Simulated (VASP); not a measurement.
# Bi (Im-3m) in VASP: a series of runs

Bi is run at these levels: r2SCAN; tasks: single point, relaxation of cell and atoms.

Program: VASP 6.6.1. These are calculated values, not measurements. Logs are shortened: lines on timing, memory, paths and dates and some standing lists are left out, and cuts for length are marked.

## 1. The cell of the first run

The structure is cubic, space group Im-3m (No. 229). Conventional cell: a = 3.545 Å, b = 3.545 Å, c = 3.545 Å, α = 90.00°, β = 90.00°, γ = 90.00°. Within 4.0 Å of Bi (site symmetry m-3m) lie 14 Bi at 3.07 to 3.54 Å.

## 2. Single point, r2SCAN

Contents of POSCAR:

```
Bi
1.0
   -1.7722538350      1.7722538350      1.7722538350
    1.7722538350     -1.7722538350      1.7722538350
    1.7722538350      1.7722538350     -1.7722538350
Bi
1
Direct
    0.0000000000      0.0000000000      0.0000000000
```

Contents of INCAR.step1:

```
SYSTEM = Bi
  PREC = Accurate
  ENCUT = 520
  ISMEAR = -1
  SIGMA = 0.1
  LREAL = .FALSE.
  LASPH = .TRUE.
  NELM = 100
  NBANDS = 14
  GGA = PE
  ALGO = Normal
  EDIFF = 1E-4
  LWAVE = .TRUE.
  LCHARG = .FALSE.
```

Contents of INCAR.step2:

```
SYSTEM = Bi
  PREC = Accurate
  ENCUT = 520
  EDIFF = 1E-6
  ISMEAR = -1
  SIGMA = 0.1
  LREAL = .FALSE.
  LASPH = .TRUE.
  NELM = 100
  ALGO = Normal
  ISIF = 2
  LWAVE = .FALSE.
  LCHARG = .TRUE.
  METAGGA = R2SCAN
  LMIXTAU = .TRUE.
  LELF = .TRUE.
  LVHAR = .TRUE.
  NBANDS = 14
  ISTART = 1
```

Contents of KPOINTS:

```
regular mesh
0
G
  16 16 16
  0 0 0
```

Potentials or basis: VASP PAW PBE potentials, release 64 (Bi_d).

Run with:

```sh
> cat potpaw_PBE.64/Bi_d/POTCAR > POTCAR
> cp INCAR.step1 INCAR
> mpirun -np 1 vasp_std > vasp.out
> cp INCAR.step2 INCAR
> mpirun -np 1 vasp_std > vasp.out
```

OUTCAR:

```text
SYSTEM = Bi
   PREC = Accurate
   ENCUT = 520
   EDIFF = 1E-6
   ISMEAR = -1
   LREAL = .FALSE.
   LASPH = .TRUE.
   NELM = 100
   ISIF = 2
   METAGGA = R2SCAN
   ISTART = 1

 ion  position               nearest neighbor table
   1  0.000  0.000  0.000-

  LATTYP: Found a body centered cubic cell.
 ALAT       =     3.5445076700

  Lattice vectors:

 A1 = (  -1.7722538350,   1.7722538350,   1.7722538350)
 A2 = (   1.7722538350,  -1.7722538350,   1.7722538350)
 A3 = (   1.7722538350,   1.7722538350,  -1.7722538350)

Analysis of symmetry for initial positions (statically):
=====================================================================
 Subroutine PRICEL returns:
 Original cell was already a primitive cell.

 Routine SETGRP: Setting up the symmetry group for a
 body centered cubic supercell.

 Subroutine GETGRP returns: Found 48 space group operations
 (whereof 48 operations were pure point group operations)
 out of a pool of 48 trial point group operations.

The static configuration has the point symmetry O_h .

Analysis of symmetry for dynamics (positions and initial velocities):
=====================================================================
 Subroutine PRICEL returns:
 Original cell was already a primitive cell.

 Routine SETGRP: Setting up the symmetry group for a
 body centered cubic supercell.

 Subroutine GETGRP returns: Found 48 space group operations
 (whereof 48 operations were pure point group operations)
 out of a pool of 48 trial point group operations.

The dynamic configuration has the point symmetry O_h .

 Subroutine INISYM returns: Found 48 space group operations
 (whereof 48 operations are pure point group operations),
 and found     1 'primitive' translations

----------------------------------------------------------------------------------------

                                     Primitive cell

  volume of cell :      22.2658

  direct lattice vectors                    reciprocal lattice vectors
    -1.772253835  1.772253835  1.772253835     0.000000000  0.282126629  0.282126629
     1.772253835 -1.772253835  1.772253835     0.282126629  0.000000000  0.282126629
     1.772253835  1.772253835 -1.772253835     0.282126629  0.282126629  0.000000000

  length of vectors
     3.069633686  3.069633686  3.069633686     0.398987305  0.398987305  0.398987305

  position of ions in fractional coordinates (direct lattice)
     0.000000000  0.000000000  0.000000000

  ion indices of the primitive-cell ions
   primitive index   ion index
                 1           1

----------------------------------------------------------------------------------------

 KPOINTS: regular mesh

Automatic generation of k-mesh.
 Grid dimensions read from file:
 generate k-points for:   16   16   16

 Generating k-lattice:

  Cartesian coordinates                     Fractional coordinates (reciprocal lattice)
     0.000000000  0.017632914  0.017632914     0.062500000  0.000000000  0.000000000
     0.017632914  0.000000000  0.017632914     0.000000000  0.062500000  0.000000000
     0.017632914  0.017632914  0.000000000     0.000000000  0.000000000  0.062500000

  Length of vectors
     0.024936707  0.024936707  0.024936707

  Shift w.r.t. Gamma in fractional coordinates (k-lattice)
     0.000000000  0.000000000  0.000000000

 Subroutine IBZKPT returns following result:
 ===========================================

 Found    145 irreducible k-points:

 Following reciprocal coordinates:
            Coordinates               Weight
  0.000000  0.000000  0.000000      1.000000
  0.062500  0.000000  0.000000     12.000000
  0.125000  0.000000  0.000000     12.000000
  0.187500  0.000000  0.000000     12.000000
  0.250000  0.000000  0.000000     12.000000
  0.312500  0.000000  0.000000     12.000000
[... 16 lines left out ...]
  0.187500  0.187500  0.000000     24.000000
  0.250000  0.187500  0.000000     48.000000
 [... further k-points ...]
   k-points           NKPTS =    145   k-points in BZ     NKDIM =    145   number of bands    NBANDS=     14
   number of dos      NEDOS =    301   number of ions     NIONS =      1
   total plane-waves  NPLWV =  13824
   dimension x,y,z NGX =    24 NGY =   24 NGZ =   24
   dimension x,y,z NGXF=    48 NGYF=   48 NGZF=   48
   ions per type =               1
   NGX,Y,Z   is equivalent  to a cutoff of  13.00, 13.00, 13.00 a.u.
   NGXF,Y,Z  is equivalent  to a cutoff of  26.00, 26.00, 26.00 a.u.
 SYSTEM =  Bi
   PREC   = accura    normal or accurate (medium, high low for compatibility)
   ISTART =      1    job   : 0-new  1-cont  2-samecut
   ICHARG =      0    charge: 1-file 2-atom 10-const
   ISPIN  =      1    spin polarized calculation?
   LNONCOLLINEAR =      F non collinear calculations
   LSORBIT =      F    spin-orbit coupling
   LASPH  =      T    aspherical Exc in radial PAW
   ENCUT  =  520.0 eV  38.22 Ry    6.18 a.u.   5.71  5.71  5.71*2*pi/ulx,y,z
   NELM   =    100;   NELMIN=  2; NELMDL=  0     # of ELM steps
   EDIFF  = 0.1E-05   stopping-criterion for ELM
   LREAL  =      F    real-space projection
   EDIFFG = 0.1E-04   stopping-criterion for IOM
   NSW    =      0    number of steps for IOM
   IBRION =     -1    ionic relax: 0-MD 1-quasi-New 2-CG
   NFREE  =      0    steps in history (QN), initial steepest desc. (CG)
   ISIF   =      2    stress and relaxation
   ISYM   =      2    0-nonsym 1-usesym 2-fastsym
   POTIM  = 0.5000    time-step for ionic-motion
   TEBEG  =    0.0;   TEEND  =   0.0 temperature during run
   PSTRESS=    0.0 pullay stress
   NELECT =      15.0000    total number of electrons
   NUPDOWN=      -1.0000    fix difference up-down
   EMIN   =  10.00;   EMAX   =-10.00  energy-range for DOS
   EFERMI =   0.00;   METHOD = LEGACY
   ISMEAR =    -1;   SIGMA  =   0.10  broadening in eV -4-tet -1-fermi 0-gaus
   EFERMI_NEDOS =   21; number of points for ismear=-14 and -15
   IALGO  =     38    algorithm
   IMIX   =      4    mixing-type and parameters
     AMIX     =   0.40;   BMIX     =  1.00
     AMIX_MAG =   1.60;   BMIX_MAG =  1.00
  volume/ion in A,a.u.               =      22.27       150.26
  Fermi-wavevector in a.u.,A,eV,Ry     =   1.435135  2.712011 28.022717  2.059612
  Thomas-Fermi vector in A             =   2.554467
   LORBIT       =      0    0 simple, 1 ext, 2 COOP (PROOUT), +10 PAW based schemes
   METAGGA = R2SCAN    functional components
   LHFCALC =     F    Hartree Fock is set to
   AEXX    =    0.0000 exact exchange contribution
   IVDW    =     0    specifies the selected vdW correction
   LEPSILON=     F    determine dielectric tensor
   LRPA    =     F    only Hartree local field effects (RPA)
 non-spin polarized calculation
  energy-cutoff  :      520.00
  volume of cell :       22.27
 maximum number of plane-waves:       616
   NGX = 11   NGY = 11   NGZ = 11

 number of electron      14.9999994 magnetization

 Free energy of the ion-electron system (eV)
  ---------------------------------------------------
  ext. energy  EPLUGINS =         0.00000000
  ---------------------------------------------------
  free energy    TOTEN  =       -57.44740934 eV

  energy without entropy =      -57.43034126  energy(sigma->0) =      -57.43887530

 E-fermi :  12.7989     XC(G=0): -13.0038

 val. band max:       12.7782832674   @ k =   0.1875   0.1875   0.0625
 cond. band min:      12.8746707950   @ k =  -0.2500   0.2500   0.2500
 fundamental gap:      0.0963875276
 Fermi energy:        12.7988581386

 k-point     1 :       0.0000    0.0000    0.0000
  band No.  band energies     occupation
      1     -11.5147      2.00000
      2     -11.5147      2.00000
      3     -11.5147      2.00000
      4     -11.1176      2.00000
      5     -11.1176      2.00000
      6      -4.3901      2.00000
      7      21.1809      0.00000
      8      21.1809      0.00000
      9      21.1809      0.00000
     10      23.8210      0.00000
     11      23.8210      0.00000
     12      23.8210      0.00000
     13      27.6120      0.00000
     14      27.6120      0.00000

 k-point     2 :       0.0625    0.0000    0.0000
  band No.  band energies     occupation
      1     -11.5202      2.00000
      2     -11.5081      2.00000
      3     -11.4915      2.00000
      4     -11.1237      2.00000
      5     -11.1183      2.00000
      6      -4.2814      2.00000
      7      20.0556      0.00000
      8      20.7455      0.00000
      9      20.9949      0.00000
     10      23.3501      0.00000
     11      23.6627      0.00000
     12      23.7706      0.00000
     13      27.8696      0.00000
     14      27.9293      0.00000

 k-point     3 :       0.1250    0.0000    0.0000
  band No.  band energies     occupation
      1     -11.5355      2.00000
      2     -11.4913      2.00000
      3     -11.4247      2.00000
      4     -11.1400      2.00000
      5     -11.1201      2.00000
      6      -3.9541      2.00000
      7      17.6670      0.00000
      8      19.7328      0.00000
      9      20.4449      0.00000
     10      22.7062      0.00000
     11      23.3021      0.00000
     12      23.8734      0.00000
     13      27.9479      0.00000
     14      28.7634      0.00000

 k-point     4 :       0.1875    0.0000    0.0000
  band No.  band energies     occupation
      1     -11.5584      2.00000
      2     -11.4731      2.00000
      3     -11.3232      2.00000
      4     -11.1596      2.00000
      5     -11.1227      2.00000
      6      -3.4062      2.00000
      7      15.0227      0.00000
      8      18.5495      0.00000
      9      19.6813      0.00000
     10      22.1367      0.00000
     11      22.9013      0.00000
     12      24.3192      0.00000
     13      28.0104      0.00000
     14      29.9415      0.00000

 k-point     5 :       0.2500    0.0000    0.0000
  band No.  band energies     occupation
      1     -11.5854      2.00000
      2     -11.4652      2.00000
      3     -11.2011      2.00000
      4     -11.1721      2.00000
      5     -11.1257      2.00000
      6      -2.6386      2.00000
      7      12.4267      1.95276
      8      17.4162      0.00000
      9      18.9040      0.00000
     10      21.6745      0.00000
     11      22.5418      0.00000
[... 276 lines left out ...]
 k-point    22 :       0.4375    0.1250    0.0000
  band No.  band energies     occupation
      1     -11.6201      2.00000
      2     -11.4759      2.00000
      3     -11.1520      2.00000
      4     -11.1466      2.00000
      5     -10.9133      2.00000
      6       1.5241      2.00000
      7       5.4733      2.00000
      8      13.0507      0.14914
      9      16.4588      0.00000
     10      21.9735      0.00000
     11      24.5594      0.00000
     12      27.6252      0.00000
     13      27.6694      0.00000
     14      34.5772      0.00000

 k-point    23 :       0.1875    0.1875    0.0000
  band No.  band energies     occupation
      1     -11.5681      2.00000
      2     -11.4484      2.00000
      3     -11.1891      2.00000
      4     -11.1538      2.00000
      5     -11.0859      2.00000
      6      -1.4536      2.00000
      7      10.7549      2.00000
      8      13.6261      0.00051
      9      17.3481      0.00000
     10      23.4099      0.00000
     11      23.4563      0.00000
     12      26.7564      0.00000
     13      28.7499      0.00000
     14      30.4352      0.00000

 k-point    24 :       0.2500    0.1875    0.0000
  band No.  band energies     occupation
      1     -11.5794      2.00000
      2     -11.4294      2.00000
      3     -11.1817      2.00000
      4     -11.1601      2.00000
      5     -11.0281      2.00000
      6      -0.4217      2.00000
      7       9.0547      2.00000
      8      12.3957      1.96512
      9      16.8003      0.00000
     10      23.0965      0.00000
     11      24.2555      0.00000
     12      27.1673      0.00000
     13      29.7227      0.00000
     14      30.1171      0.00000

 [... further k-points ...]
[... 5 lines left out ...]
  --------------------------------------------------------------------------------------
  -------------------------------------------------------------------------------------
  Total        5.6965881      5.6965881      5.6965881     -0.0000000     -0.0000000      0.0000000
  in kB      409.9091688    409.9091688    409.9091688     -0.0000000     -0.0000000      0.0000000
  external PRESSURE =     409.9091688 kB  Pullay stress =       0.0000000 kB

 VOLUME and BASIS-vectors are now :
 -----------------------------------------------------------------------------
  energy-cutoff  :      520.00
  volume of cell :       22.27
      direct lattice vectors                 reciprocal lattice vectors
    -1.772253835  1.772253835  1.772253835     0.000000000  0.282126629  0.282126629
     1.772253835 -1.772253835  1.772253835     0.282126629  0.000000000  0.282126629
     1.772253835  1.772253835 -1.772253835     0.282126629  0.282126629  0.000000000

 POSITION                                       TOTAL-FORCE (eV/Angst)
 -----------------------------------------------------------------------------------
      0.00000      0.00000      0.00000        -0.000000      0.000000     -0.000000
 -----------------------------------------------------------------------------------
    total drift:                               -0.000000      0.000000      0.000000

  FREE ENERGIE OF THE ION-ELECTRON SYSTEM (eV)
  ---------------------------------------------------
  free  energy   TOTEN  =       -57.4474093373 eV

  energy  without entropy=      -57.4303412577  energy(sigma->0) =      -57.43887530
```

Run time: 55 s. Hardware: 1 thread of Intel Xeon Platinum 8488C (Sapphire Rapids), shared host; peak memory 0.17 GiB.

Results:

```yaml
Free_energy: -57.4474 eV
Pressure: 41.0 GPa
```

Levels at points of the mesh, in eV from the Fermi level:
```
           k point  band 6  band 7  band 8  band 9  band 10  band 11
(0.00, 0.00, 0.00)  -17.19    8.38    8.38    8.38    11.02    11.02
(0.50, 0.00, 0.00)  -11.48   -7.72    2.30    4.50     8.12     9.08
(0.50, 0.50, 0.50)   -7.12   -2.92   -2.92   -2.92     3.66     3.66
```

Caveat: the PAW data sets were made with another functional, which shifts forces and pressure a little; spin-orbit coupling is left out, which moves the levels of the heavy elements.

(Continued in part 2 of 3.)
